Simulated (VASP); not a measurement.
Runs of VASP 6.6.1 on La3Si2Br. The structure is that of space group P6/mmm (No. 191), or close to it. The cells are those of the table. The cell was built from a structure type or drawn by symmetry, and may not be a known phase.

| task | cell | k mesh | cutoff (eV) | gap on the mesh (eV) | pressure (GPa) | relaxed volume (Å³/atom) |
| --- | --- | --- | --- | --- | --- | --- |
| single point | a = 7.929, b = 7.929, c = 3.977 Å, angles 90.0, 90.0, 120.0°, 6 atoms | 3 × 3 × 4 | 520 | none | 0.1 | - |
| single point | a = 6.616, b = 6.616, c = 4.315 Å, angles 90.0, 90.0, 120.0°, 6 atoms | 3 × 3 × 4 | 520 | none | (a) | - |
| relaxation of cell and atoms | relaxed from a = 6.616, b = 6.616, c = 4.315 Å, angles 90.0, 90.0, 120.0°, 6 atoms | 3 × 3 × 4 | 600 | none | 0.0 | 36.20 |
| relaxation of cell and atoms | relaxed from a = 7.929, b = 7.929, c = 3.977 Å, angles 90.0, 90.0, 120.0°, 6 atoms | 6 × 6 × 10 | 600 | none | 0.0 | 36.21 |
| single point | a = 7.950, b = 7.950, c = 3.972 Å, angles 90.0, 90.0, 120.0°, 6 atoms | 6 × 6 × 10 | 520 | none | 0.0 | - |

Alike in all rows: level PBE; potentials or basis VASP PAW PBE potentials, release 64 (La, Si, Br); no spin polarisation; smearing gaussian 0.1 eV.

Estimate the missing entries.

(a) 10.3.

Caveats: some runs use coarse meshes; spin-orbit coupling is left out, which moves the levels of the heavy elements; the volume moved by over 15 % at a fixed basis, so the end points are rough (at least some runs).

A k mesh can miss the band edges, and the runs leave out spin-orbit coupling on Br, La.

A gap of «none» marks levels without a gap at the run's occupations.
